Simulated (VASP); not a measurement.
# HC20 in VASP: further runs, part 3 of 3

VASP 6.6.1. Earlier steps stand in the parts before.

### 5 Single point, PBE+D3(BJ)

INCAR reads:

```
SYSTEM = HC20
  PREC = Accurate
  ENCUT = 520
  EDIFF = 1E-6
  ISMEAR = 0
  SIGMA = 0.1
  LREAL = Auto
  LASPH = .TRUE.
  NELM = 80
  ALGO = Fast
  ISIF = 2
  LWAVE = .FALSE.
  LCHARG = .TRUE.
  LDIPOL = .TRUE.
  IDIPOL = 3
  DIPOL = 0.5 0.5 0.303
  GGA = PE
  IVDW = 12
  LELF = .TRUE.
  LVHAR = .TRUE.
  LVACPOTAV = .TRUE.
  NBANDS = 56
```

KPOINTS reads:

```
Automatic mesh
0
G
  6 4 1
  0 0 0
```

POSCAR reads:

```
HC20
1.0
    4.9292027291      0.0000000000      0.0000000000
    0.0000000000      6.8054113579      0.0000000000
    0.0000000000      0.0000000000     22.2346643469
C H
20 1
Direct
    0.3122885183      0.2500141188      0.1798992752
    0.8122885183      0.2500141188      0.1798992752
    0.0622635010      0.2500141188      0.2119095571
    0.5622635010      0.2500141188      0.2119095571
    0.1871989222      0.7499858812      0.2279080302
    0.6871989222      0.7499858812      0.2279080302
    0.4371739048      0.7499858812      0.2599183120
    0.9371739048      0.7499858812      0.2599183120
    0.0621093260      0.2500141188      0.2759167852
    0.5621093260      0.2500141188      0.2759167852
    0.3120409925      0.2500133946      0.3071026518
    0.8120409925      0.2500133946      0.3071026518
    0.4371093881      0.7499905632      0.3309339292
    0.9371093881      0.7499905632      0.3309339292
    0.1866551682      0.7499900467      0.3565506911
    0.6866551682      0.7499900467      0.3565506911
    0.3119519864      0.2500147752      0.3740490919
    0.8119519864      0.2500147752      0.3740490919
    0.0621664184      0.2500173699      0.4018349100
    0.5621664184      0.2500173699      0.4018349100
    0.3121664184      0.4166840366      0.5142719570
```

Potentials or basis: VASP PAW PBE potentials, release 64 (C, H).

Run with:

```console
> cat potpaw_PBE.64/C/POTCAR potpaw_PBE.64/H/POTCAR > POTCAR
> mpirun -np 1 vasp_std > vasp.out
```

OUTCAR:

```text
SYSTEM = HC20
   PREC = Accurate
   ENCUT = 520
   EDIFF = 1E-6
   ISMEAR = 0
   LREAL = Auto
   LASPH = .TRUE.
   NELM = 80
   ISIF = 2
   GGA = PE
   IVDW = 12
 IVDW          = 12

 ion  position               nearest neighbor table
   1  0.312  0.250  0.180-   4 1.42   3 1.42
   2  0.812  0.250  0.180-   3 1.42   4 1.42
   3  0.062  0.250  0.212-   2 1.42   9 1.42   1 1.42
   4  0.562  0.250  0.212-   1 1.42  10 1.42   2 1.42
   5  0.187  0.750  0.228-   7 1.42   8 1.42
   6  0.687  0.750  0.228-   8 1.42   7 1.42
   7  0.437  0.750  0.260-   5 1.42   6 1.42  13 1.58
   8  0.937  0.750  0.260-   6 1.42   5 1.42  14 1.58
   9  0.062  0.250  0.276-  11 1.41  12 1.41   3 1.42
  10  0.562  0.250  0.276-  12 1.41  11 1.41   4 1.42
  11  0.312  0.250  0.307-   9 1.41  10 1.41  17 1.49
  12  0.812  0.250  0.307-  10 1.41   9 1.41  18 1.49
  13  0.437  0.750  0.331-  16 1.36  15 1.36   7 1.58
  14  0.937  0.750  0.331-  15 1.36  16 1.36   8 1.58
  15  0.187  0.750  0.357-  14 1.36  13 1.36
  16  0.687  0.750  0.357-  13 1.36  14 1.36
  17  0.312  0.250  0.374-  19 1.38  20 1.38  11 1.49
  18  0.812  0.250  0.374-  20 1.38  19 1.38  12 1.49
  19  0.062  0.250  0.402-  17 1.38  18 1.38
  20  0.562  0.250  0.402-  18 1.38  17 1.38
  21  0.312  0.417  0.514-

  LATTYP: Found a simple orthorhombic cell.
 ALAT       =     4.9292027291
 B/A-ratio  =     1.3806312566
 C/A-ratio  =     4.5108033832

  Lattice vectors:

 A1 = (   4.9292027291,   0.0000000000,   0.0000000000)
 A2 = (   0.0000000000,   6.8054113579,   0.0000000000)
 A3 = (   0.0000000000,   0.0000000000,  22.2346643469)

Analysis of symmetry for initial positions (statically):
=====================================================================
 Subroutine PRICEL returns:
 Original cell was already a primitive cell.

 Routine SETGRP: Setting up the symmetry group for a
 simple orthorhombic supercell.

 Subroutine GETGRP returns: Found  1 space group operations
 (whereof  1 operations were pure point group operations)
[... 173 lines left out ...]
   LRPA    =     F    only Hartree local field effects (RPA)
 non-spin polarized calculation
 RMM-DIIS sequential band-by-band and
 Gauss-broadening in eV      SIGMA  =   0.10
  energy-cutoff  :      520.00
  volume of cell :      745.87
 maximum number of plane-waves:     20120
 NGX is ok and might be reduce to    40
   NGX = 19   NGY = 25   NGZ = 83

 dipolmoment           0.000000      0.000000      0.465066 electrons x Angstroem

 number of electron      81.0000009 magnetization

 dipolmoment           0.000000      0.000000     -0.043959 electrons x Angstroem

 Free energy of the ion-electron system (eV)
  ---------------------------------------------------
  ext. energy  EPLUGINS =         0.00000000
  ---------------------------------------------------
  free energy    TOTEN  =      -160.98527331 eV

  energy without entropy =     -160.88109388  energy(sigma->0) =     -160.93318359

 E-fermi :  -3.9600     XC(G=0):  -3.4568

 val. band max:       -3.9654371219   @ k =   0.3333   0.5000   0.0000
 cond. band min:      -3.9593172146   @ k =   0.3333   0.2500   0.0000
 fundamental gap:      0.0061199072
 Fermi energy:        -3.9600311008

 k-point     1 :       0.0000    0.0000    0.0000
  band No.  band energies     occupation
      1     -22.6418      2.00000
      2     -21.6298      2.00000
      3     -20.9446      2.00000
      4     -19.0301      2.00000
      5     -18.5927      2.00000
      6     -18.4753      2.00000
[... 759 lines left out ...]
     51       1.7185      0.00000
     52       2.8458      0.00000
 [bands above 52 left out]

------------------------ aborting loop because EDIFF is reached ----------------------------------------

 Edisp (eV)   -2.17741

 E8    (eV) :    -0.6504

  FORCE on cell =-STRESS in cart. coord.  units (eV):
  Direction    XX          YY          ZZ          XY          YZ          ZX
  --------------------------------------------------------------------------------------
  -------------------------------------------------------------------------------------
  Total      -0.35036    -0.91411    -6.31206     0.00378    -1.02479    -0.02531
  in kB      -0.75261    -1.96358   -13.55876     0.00812    -2.20132    -0.05436
  external pressure =       -5.42 kB  Pullay stress =        0.00 kB

 VOLUME and BASIS-vectors are now :
 -----------------------------------------------------------------------------
  energy-cutoff  :      520.00
  volume of cell :      745.87
      direct lattice vectors                 reciprocal lattice vectors
     4.929202729  0.000000000  0.000000000     0.202872565  0.000000000  0.000000000
     0.000000000  6.805411358  0.000000000     0.000000000  0.146941889  0.000000000
     0.000000000  0.000000000 22.234664347     0.000000000  0.000000000  0.044974819

 POSITION                                       TOTAL-FORCE (eV/Angst)
 -----------------------------------------------------------------------------------
      1.53933      1.70145      4.00000        -0.045240      0.024466      2.159009
      4.00393      1.70145      4.00000        -0.049201     -0.004526      2.019300
      0.30691      1.70145      4.71174         0.033390     -0.005775     -3.461223
      2.77151      1.70145      4.71174         0.050826     -0.005556     -3.460617
      0.92274      5.10396      5.06746         0.066184      0.004011      3.198297
      3.38734      5.10396      5.06746         0.062189      0.000029      3.196569
[... 13 lines left out ...]
      2.77103      1.70147      8.93466        -0.297969      0.333557      0.693908
      1.53873      2.83571     11.43466         0.000465     -0.529510     -0.951761
 -----------------------------------------------------------------------------------
    total drift:                               -0.020726      0.000019      0.006711

  FREE ENERGIE OF THE ION-ELECTRON SYSTEM (eV)
  ---------------------------------------------------
  free  energy   TOTEN  =      -163.1626813911 eV

  energy  without entropy=     -163.0585019597  energy(sigma->0) =     -163.11059168

 vacuum level on the upper side and lower side of the slab         2.450         2.688
```

OSZICAR:

```text
N       E                     dE             d eps       ncg     rms          rms(c)
DAV:   1     0.671684338719E+03    0.67168E+03   -0.30707E+04  1608   0.111E+03
DAV:   2    -0.515510223972E+02   -0.72324E+03   -0.69233E+03  2344   0.261E+02
DAV:   3    -0.168279549616E+03   -0.11673E+03   -0.11407E+03  1840   0.109E+02
[... 24 lines left out ...]
RMM:  28    -0.160985257756E+03   -0.60546E-05   -0.23192E-07   701   0.119E-03    0.142E-03
RMM:  29    -0.160985264124E+03   -0.63682E-05   -0.18981E-07   601   0.105E-03    0.934E-04
RMM:  30    -0.160985270985E+03   -0.68615E-05   -0.37642E-07   683   0.116E-03    0.928E-04
RMM:  31    -0.160985272840E+03   -0.18543E-05   -0.13042E-07   515   0.938E-04    0.452E-04
RMM:  32    -0.160985273308E+03   -0.46788E-06   -0.49392E-08   435   0.866E-04
   1 F= -.16316268E+03 E0= -.16311059E+03  d E =-.104179E+00
```

Run time: 16 min. Hardware: 1 thread of Oxide Virtual Turin-like, shared host; peak memory 0.86 GiB.

Results:

```yaml
Free_energy: -163.1627 eV
Largest_force: 3.461 eV/Å
Band_gap_on_the_k_mesh: zero (an odd number of electrons rules out a gap without spin polarisation)
Dispersion_energy_per_atom: -0.104 eV
```

Forces on the atoms (eV/Å):
```
C   -0.045  0.024  2.159
C   -0.049 -0.005  2.019
C    0.033 -0.006 -3.461
C    0.051 -0.006 -3.461
C    0.066  0.004  3.198
C    0.062  0.000  3.197
C   -0.066 -0.001 -3.186
C   -0.062 -0.001 -3.184
C    0.047 -0.004  1.231
C   -0.043 -0.001  1.233
C   -0.002 -0.137  0.462
C    0.000 -0.030  0.263
C    0.003 -0.005  0.036
C    0.007 -0.005  0.024
C   -0.001  0.001 -0.013
C   -0.005  0.005 -0.016
C    0.006 -0.026 -0.651
C    0.001  0.054 -0.285
C    0.296  0.332  0.691
C   -0.298  0.334  0.694
H    0.000 -0.530 -0.952
```

### 6 Summary

```tsv
cell	gap on the mesh (eV)	largest force (eV/Å)
as given, atomic positions A	none	3.51
as given, atomic positions B	none	3.64
as given, atomic positions C	none	3.71
as given, atomic positions D	none	3.46
```

Alike in all rows: task single point; level PBE+D3(BJ); potentials or basis VASP PAW PBE potentials, release 64 (C, H); no spin polarisation; k mesh 6 × 4 × 1; cutoff (eV) 520; smearing gaussian 0.1 eV.

Absolute energies hang on the potentials; compare differences alone.
